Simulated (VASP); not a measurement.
# KBr (P6_3/mmc) in VASP: a series of runs, part 2 of 3

VASP 6.6.1. Earlier steps stand in the parts before.

## Step 3: Relaxation of cell and atoms, PBE

This run uses another cell than the first one, of 39.30 Å³/atom, 0.848 times its volume.

The input, INCAR:

```
ALGO = Normal ; EDIFF = 1E-6
EDIFFG = -0.005 ; ENCUT = 600
GGA = PE ; IBRION = 2
ISIF = 3 ; ISMEAR = -1
LASPH = True ; LCHARG = False
LREAL = False ; LWAVE = False
NELM = 100 ; NSW = 80
PREC = Accurate ; SIGMA = 0.02
```

The input, KPOINTS:

```
k-points
0
Gamma
  6 6 4
```

The input, POSCAR:

```
KBr
1.0
    5.2561962849      0.0000000000      0.0000000000
   -2.6280981424      4.5519995100      0.0000000000
    0.0000000000      0.0000000000      6.5698962000
K Br
2 2
Direct
    0.3333333333      0.6666666667      0.2500000000
    0.6666666667      0.3333333333      0.7500000000
    0.6666666667      0.3333333333      0.2500000000
    0.3333333333      0.6666666667      0.7500000000
```

Potentials or basis: VASP PAW PBE potentials, release 64 (K_sv, Br).

Run with:

```console
cat potpaw_PBE.64/K_sv/POTCAR potpaw_PBE.64/Br/POTCAR > POTCAR
mpirun -np 1 vasp_std > vasp.out
```

OUTCAR:

```text
EDIFF = 1E-6
   EDIFFG = -0.005
   ENCUT = 600
   GGA = PE
   IBRION = 2
   ISIF = 3
   ISMEAR = -1
   LASPH = True
   LREAL = False
   NELM = 100
   NSW = 80
   PREC = Accurate

 ion  position               nearest neighbor table
   1  0.333  0.667  0.250-   3 3.03   3 3.03   3 3.03   4 3.28   4 3.28
   2  0.667  0.333  0.750-   4 3.03   4 3.03   4 3.03   3 3.28   3 3.28
   3  0.667  0.333  0.250-   1 3.03   1 3.03   1 3.03   2 3.28   2 3.28
   4  0.333  0.667  0.750-   2 3.03   2 3.03   2 3.03   1 3.28   1 3.28

  LATTYP: Found a hexagonal cell.
 ALAT       =     5.2561962849
 C/A-ratio  =     1.2499335725

  Lattice vectors:

 A1 = (   5.2561962849,   0.0000000000,   0.0000000000)
 A2 = (  -2.6280981424,   4.5519995100,   0.0000000000)
 A3 = (   0.0000000000,   0.0000000000,   6.5698962000)

Analysis of symmetry for initial positions (statically):
=====================================================================
 Subroutine PRICEL returns:
 Original cell was already a primitive cell.

 Routine SETGRP: Setting up the symmetry group for a
 hexagonal supercell.

 Subroutine GETGRP returns: Found 24 space group operations
 (whereof 12 operations were pure point group operations)
[... 170 lines left out ...]

  FORCE on cell =-STRESS in cart. coord.  units (eV):
  Direction    XX          YY          ZZ          XY          YZ          ZX
  --------------------------------------------------------------------------------------
  -------------------------------------------------------------------------------------
  Total        3.4193294      3.4193294      1.0967378      0.0000000      0.0000000      0.0000000
  in kB       34.8513206     34.8513206     11.1784373      0.0000000      0.0000000      0.0000000
  external PRESSURE =      26.9603595 kB  Pullay stress =       0.0000000 kB
[... 95 lines left out ...]
  FREE ENERGIE OF THE ION-ELECTRON SYSTEM (eV)
  ---------------------------------------------------
  free  energy   TOTEN  =       -12.2768516915 eV

  energy  without entropy=      -12.2768516915  energy(sigma->0) =      -12.27685169

[... ionic steps 4 to 7 ...]

--------------------------------------- Ionic step        8  -------------------------------------------

 number of electron      31.9999995 magnetization

------------------------ aborting loop because EDIFF is reached ----------------------------------------
[... 71 lines left out ...]
--------------------------------------- Ionic step       10  -------------------------------------------

 number of electron      31.9999995 magnetization

 Free energy of the ion-electron system (eV)
  ---------------------------------------------------
  ext. energy  EPLUGINS =         0.00000000
  ---------------------------------------------------
  free energy    TOTEN  =       -12.28228329 eV

  energy without entropy =      -12.28228329  energy(sigma->0) =      -12.28228329

 E-fermi :  -2.2154     XC(G=0):  -6.2315

 val. band max:       -2.6451126748   @ k =   0.0000   0.0000   0.0000
 cond. band min:       1.4894590390   @ k =   0.0000   0.0000   0.0000
 fundamental gap:      4.1345717138
 Fermi energy:        -2.2154190463

 k-point     1 :       0.0000    0.0000    0.0000
  band No.  band energies     occupation
      1     -30.6383      2.00000
      2     -30.6330      2.00000
      3     -14.8316      2.00000
      4     -14.7566      2.00000
      5     -14.1707      2.00000
      6     -14.1567      2.00000
[... 503 lines left out ...]
  FREE ENERGIE OF THE ION-ELECTRON SYSTEM (eV)
  ---------------------------------------------------
  free  energy   TOTEN  =       -12.2822832907 eV

  energy  without entropy=      -12.2822832907  energy(sigma->0) =      -12.28228329

 reached required accuracy - stopping structural energy minimisation
```

CONTCAR:

```text
KBr
   1.00000000000000
     5.6784946352863903    0.0000000000046761   -0.0000000000000000
    -2.8392473175851278    4.9177206094083461   -0.0000000000000000
     0.0000000000000000   -0.0000000000000000    6.6451737395588948
  K               Br
     2     2
Direct
     0.3333333332999970    0.6666666667000030    0.2500000000000000
     0.6666666667000030    0.3333333332999970    0.7500000000000000
     0.6666666667000030    0.3333333332999970    0.2500000000000000
     0.3333333332999970    0.6666666667000030    0.7500000000000000

  0.00000000E+00  0.00000000E+00  0.00000000E+00
  0.00000000E+00  0.00000000E+00  0.00000000E+00
  0.00000000E+00  0.00000000E+00  0.00000000E+00
  0.00000000E+00  0.00000000E+00  0.00000000E+00
```

Wall time 4.4 min (1 thread of Intel Xeon 6975P-C (Granite Rapids), shared host); peak memory 0.35 GiB.

Results:

* Free energy: -12.2823 eV
* Relaxed volume: 46.39 Å³/atom
* Relaxed cell: a = 5.678 Å, b = 5.678 Å, c = 6.645 Å, α = 90.00°, β = 90.00°, γ = 120.00°
* Space group after relaxing (to 0.05 Å): P6_3/mmc (No. 194)
* Energy gained by relaxing: 60.7 meV/atom
* Ionic steps: 10
* Pressure after relaxing: 0.0 GPa
* Band gap on the k mesh: 4.13 eV, direct

Step by step:
```
step  energy change (eV)  largest force (eV/Å)  pressure (GPa)  volume (Å³)
   1              0.0000                0.0000            2.70       157.19
   2             -0.1965                0.0000            0.91       172.68
   3             -0.2374                0.0000            0.17       182.74
   4             -0.2404                0.0000           -0.04       186.12
   5             -0.2404                0.0000           -0.07       186.73
   6             -0.2419                0.0000           -0.04       186.21
   7             -0.2426                0.0000            0.04       184.96
   8             -0.2428                0.0000            0.01       185.36
   9             -0.2428                0.0000            0.02       185.34
  10             -0.2428                0.0000            0.01       185.57
```

Final structure:
```
K Br
1.0
     5.67849    0.00000    0.00000
    -2.83925    4.91772    0.00000
     0.00000    0.00000    6.64517
K Br
2 2
Cartesian
  0.0000 3.2785 1.6613
  2.8392 1.6392 4.9839
  2.8392 1.6392 1.6613
  0.0000 3.2785 4.9839
```

Caveat: the volume moved by over 15 % at a fixed basis, so the end points are rough. PBE gaps usually lie below the measured ones, often by a third to a half.

## Step 4: Single point, LDA

This run uses another cell than the first one, of 40.28 Å³/atom, 0.870 times its volume.

The input, INCAR:

```
SYSTEM = KBr
PREC = Accurate
ENCUT = 520
EDIFF = 1E-6
ISMEAR = -1
SIGMA = 0.02
LREAL = .False.
LASPH = .True.
NELM = 100
ALGO = Normal
ISIF = 2
LWAVE = .False.
LCHARG = .False.
GGA = CA
NBANDS = 24
```

The input, KPOINTS:

```
regular mesh
0
Gamma
  6 6 4
  0 0 0
```

The input, POSCAR:

```
KBr
1.0
    5.4242410430      0.0000000000      0.0000000000
   -2.7121205215      4.6975305395      0.0000000000
    0.0000000000      0.0000000000      6.3232225856
K Br
2 2
Direct
    0.3333333333      0.6666666667      0.2500000000
    0.6666666667      0.3333333333      0.7500000000
    0.6666666667      0.3333333333      0.2500000000
    0.3333333333      0.6666666667      0.7500000000
```

Potentials or basis: VASP PAW LDA potentials, release 64 (K_sv, Br).

Run with:

```console
cat potpaw_LDA.64/K_sv/POTCAR potpaw_LDA.64/Br/POTCAR > POTCAR
mpirun -np 1 vasp_std > vasp.out
```

OUTCAR:

```text
SYSTEM = KBr
   PREC = Accurate
   ENCUT = 520
   EDIFF = 1E-6
   ISMEAR = -1
   LREAL = .False.
   LASPH = .True.
   NELM = 100
   ISIF = 2
   GGA = CA

 ion  position               nearest neighbor table
   1  0.333  0.667  0.250-   3 3.13   3 3.13   3 3.13   4 3.16   4 3.16
   2  0.667  0.333  0.750-   4 3.13   4 3.13   4 3.13   3 3.16   3 3.16
   3  0.667  0.333  0.250-   1 3.13   1 3.13   1 3.13   2 3.16   2 3.16
   4  0.333  0.667  0.750-   2 3.13   2 3.13   2 3.13   1 3.16   1 3.16

  LATTYP: Found a hexagonal cell.
 ALAT       =     5.4242410430
 C/A-ratio  =     1.1657340696

  Lattice vectors:

 A1 = (   5.4242410430,   0.0000000000,   0.0000000000)
 A2 = (  -2.7121205215,   4.6975305395,   0.0000000000)
 A3 = (   0.0000000000,   0.0000000000,   6.3232225856)

Analysis of symmetry for initial positions (statically):
=====================================================================
 Subroutine PRICEL returns:
 Original cell was already a primitive cell.

 Routine SETGRP: Setting up the symmetry group for a
 hexagonal supercell.

 Subroutine GETGRP returns: Found 24 space group operations
 (whereof 12 operations were pure point group operations)
 out of a pool of 24 trial point group operations.

The static configuration has the point symmetry D_3d.
 The point group associated with its full space group is D_6h.

Analysis of symmetry for dynamics (positions and initial velocities):
=====================================================================
 Subroutine PRICEL returns:
 Original cell was already a primitive cell.

 Routine SETGRP: Setting up the symmetry group for a
 hexagonal supercell.

 Subroutine GETGRP returns: Found 24 space group operations
 (whereof 12 operations were pure point group operations)
 out of a pool of 24 trial point group operations.

The dynamic configuration has the point symmetry D_3d.
 The point group associated with its full space group is D_6h.

 Subroutine INISYM returns: Found 24 space group operations
 (whereof 12 operations are pure point group operations),
 and found     1 'primitive' translations

----------------------------------------------------------------------------------------

                                     Primitive cell

  volume of cell :     161.1191

  direct lattice vectors                    reciprocal lattice vectors
     5.424241043  0.000000000  0.000000000     0.184357589  0.106438904  0.000000000
    -2.712120522  4.697530539  0.000000000     0.000000000  0.212877807  0.000000000
     0.000000000  0.000000000  6.323222586     0.000000000  0.000000000  0.158147208

  length of vectors
     5.424241043  5.424241043  6.323222586     0.212877807  0.212877807  0.158147208

  position of ions in fractional coordinates (direct lattice)
     0.333333333  0.666666667  0.250000000
     0.666666667  0.333333333  0.750000000
     0.666666667  0.333333333  0.250000000
     0.333333333  0.666666667  0.750000000

  ion indices of the primitive-cell ions
   primitive index   ion index
                 1           1
                 2           2
                 3           3
                 4           4

----------------------------------------------------------------------------------------

 KPOINTS: regular mesh

Automatic generation of k-mesh.
 Grid dimensions read from file:
 generate k-points for:    6    6    4

 Generating k-lattice:

  Cartesian coordinates                     Fractional coordinates (reciprocal lattice)
     0.030726265  0.017739817  0.000000000     0.166666667 -0.000000000  0.000000000
     0.000000000  0.035479635  0.000000000     0.000000000  0.166666667  0.000000000
     0.000000000  0.000000000  0.039536802     0.000000000  0.000000000  0.250000000

  Length of vectors
     0.035479635  0.035479635  0.039536802

  Shift w.r.t. Gamma in fractional coordinates (k-lattice)
     0.000000000  0.000000000  0.000000000

 Subroutine IBZKPT returns following result:
 ===========================================

 Found     21 irreducible k-points:

 Following reciprocal coordinates:
            Coordinates               Weight
  0.000000  0.000000  0.000000      1.000000
  0.166667  0.000000  0.000000      6.000000
  0.333333 -0.000000  0.000000      6.000000
  0.500000 -0.000000  0.000000      3.000000
  0.166667  0.166667  0.000000      6.000000
  0.333333  0.166667  0.000000     12.000000
[... 13 lines left out ...]
  0.333333  0.166667  0.500000     12.000000
  0.333333  0.333333  0.500000      2.000000
   k-points           NKPTS =     21   k-points in BZ     NKDIM =     21   number of bands    NBANDS=     24
   number of dos      NEDOS =    301   number of ions     NIONS =      4
   total plane-waves  NPLWV =  76800
   dimension x,y,z NGX =    40 NGY =   40 NGZ =   48
   dimension x,y,z NGXF=    80 NGYF=   80 NGZF=   96
   ions per type =               2   2
   NGX,Y,Z   is equivalent  to a cutoff of  12.26, 12.26, 12.62 a.u.
   NGXF,Y,Z  is equivalent  to a cutoff of  24.52, 24.52, 25.24 a.u.
 SYSTEM =  KBr
   PREC   = accura    normal or accurate (medium, high low for compatibility)
   ISTART =      0    job   : 0-new  1-cont  2-samecut
   ICHARG =      2    charge: 1-file 2-atom 10-const
   ISPIN  =      1    spin polarized calculation?
   LNONCOLLINEAR =      F non collinear calculations
   LSORBIT =      F    spin-orbit coupling
   LASPH  =      T    aspherical Exc in radial PAW
   ENCUT  =  520.0 eV  38.22 Ry    6.18 a.u.  10.09 10.09 11.76*2*pi/ulx,y,z
   NELM   =    100;   NELMIN=  2; NELMDL= -5     # of ELM steps
   EDIFF  = 0.1E-05   stopping-criterion for ELM
   LREAL  =      F    real-space projection
   EDIFFG = 0.1E-04   stopping-criterion for IOM
   NSW    =      0    number of steps for IOM
   IBRION =     -1    ionic relax: 0-MD 1-quasi-New 2-CG
   NFREE  =      0    steps in history (QN), initial steepest desc. (CG)
   ISIF   =      2    stress and relaxation
   ISYM   =      2    0-nonsym 1-usesym 2-fastsym
   POTIM  = 0.5000    time-step for ionic-motion
   TEBEG  =    0.0;   TEEND  =   0.0 temperature during run
   PSTRESS=    0.0 pullay stress
   NELECT =      32.0000    total number of electrons
   NUPDOWN=      -1.0000    fix difference up-down
   EMIN   =  10.00;   EMAX   =-10.00  energy-range for DOS
   EFERMI =   0.00;   METHOD = LEGACY
   ISMEAR =    -1;   SIGMA  =   0.02  broadening in eV -4-tet -1-fermi 0-gaus
   EFERMI_NEDOS =   21; number of points for ismear=-14 and -15
   IALGO  =     38    algorithm
   IMIX   =      4    mixing-type and parameters
     AMIX     =   0.40;   BMIX     =  1.00
     AMIX_MAG =   1.60;   BMIX_MAG =  1.00
  volume/ion in A,a.u.               =      40.28       271.82
  Fermi-wavevector in a.u.,A,eV,Ry     =   0.955159  1.804989 12.412993  0.912329
  Thomas-Fermi vector in A             =   2.083972
   LORBIT       =      0    0 simple, 1 ext, 2 COOP (PROOUT), +10 PAW based schemes
   GGA     = CA    functional components
   LHFCALC =     F    Hartree Fock is set to
   AEXX    =    0.0000 exact exchange contribution
   IVDW    =     0    specifies the selected vdW correction
   LEPSILON=     F    determine dielectric tensor
   LRPA    =     F    only Hartree local field effects (RPA)
 non-spin polarized calculation
  energy-cutoff  :      520.00
  volume of cell :      161.12
 maximum number of plane-waves:      4374
   NGX = 21   NGY = 21   NGZ = 23

 number of electron      32.0000001 magnetization

 Free energy of the ion-electron system (eV)
  ---------------------------------------------------
  ext. energy  EPLUGINS =         0.00000000
  ---------------------------------------------------
  free energy    TOTEN  =       -13.35075744 eV

  energy without entropy =      -13.35075744  energy(sigma->0) =      -13.35075744

 E-fermi :  -1.9201     XC(G=0):  -7.2233

 val. band max:       -2.3394375422   @ k =   0.0000   0.0000   0.0000
 cond. band min:       1.6601534272   @ k =   0.0000   0.0000   0.0000
 fundamental gap:      3.9995909693
 Fermi energy:        -1.9200555181

 k-point     1 :       0.0000    0.0000    0.0000
  band No.  band energies     occupation
      1     -29.6989      2.00000
      2     -29.6862      2.00000
      3     -14.7269      2.00000
      4     -14.6155      2.00000
      5     -13.5510      2.00000
      6     -13.4995      2.00000
[... 556 lines left out ...]
     23       6.4576      0.00000
     24       6.4576      0.00000

------------------------ aborting loop because EDIFF is reached ----------------------------------------

  FORCE on cell =-STRESS in cart. coord.  units (eV):
  Direction    XX          YY          ZZ          XY          YZ          ZX
  --------------------------------------------------------------------------------------
  -------------------------------------------------------------------------------------
  Total        0.0629576      0.0629576      0.0707060      0.0000000     -0.0000000      0.0000000
  in kB        0.6260542      0.6260542      0.7031041      0.0000000     -0.0000000      0.0000000
  external PRESSURE =       0.6517375 kB  Pullay stress =       0.0000000 kB

 VOLUME and BASIS-vectors are now :
 -----------------------------------------------------------------------------
  energy-cutoff  :      520.00
  volume of cell :      161.12
      direct lattice vectors                 reciprocal lattice vectors
     5.424241043  0.000000000  0.000000000     0.184357589  0.106438904  0.000000000
    -2.712120522  4.697530539  0.000000000     0.000000000  0.212877807  0.000000000
     0.000000000  0.000000000  6.323222586     0.000000000  0.000000000  0.158147208

 POSITION                                       TOTAL-FORCE (eV/Angst)
 -----------------------------------------------------------------------------------
     -0.00000      3.13169      1.58081         0.000000      0.000000      0.000000
      2.71212      1.56584      4.74242        -0.000000      0.000000      0.000000
      2.71212      1.56584      1.58081        -0.000000     -0.000000      0.000000
     -0.00000      3.13169      4.74242         0.000000     -0.000000      0.000000
 -----------------------------------------------------------------------------------
    total drift:                               -0.000000      0.000000     -0.000000

  FREE ENERGIE OF THE ION-ELECTRON SYSTEM (eV)
  ---------------------------------------------------
  free  energy   TOTEN  =       -13.3507574400 eV

  energy  without entropy=      -13.3507574400  energy(sigma->0) =      -13.35075744
```

stdout:

```text
POSCAR found type information on POSCAR K Br
 POSCAR found :  2 types and       4 ions
 scaLAPACK will be used
 LDA part: xc-table for (Slater(with rela. corr.)+CA(PZ))
 , standard interpolation
 POSCAR, INCAR and KPOINTS ok, starting setup
 FFT: planning ... GRIDC
 FFT: planning ... GRID_SOFT
 FFT: planning ... GRID
 WAVECAR not read
 entering main loop
```

Run time: 32 s. Hardware: 1 thread of Intel Xeon 6975P-C (Granite Rapids), shared host; peak memory 0.24 GiB.

Results:

| Property | Result |
| --- | --- |
| Free energy | -13.3508 eV |
| Pressure | 0.1 GPa |
| Band gap on the k mesh | 4.00 eV, direct |

[end of part 2 of 3]
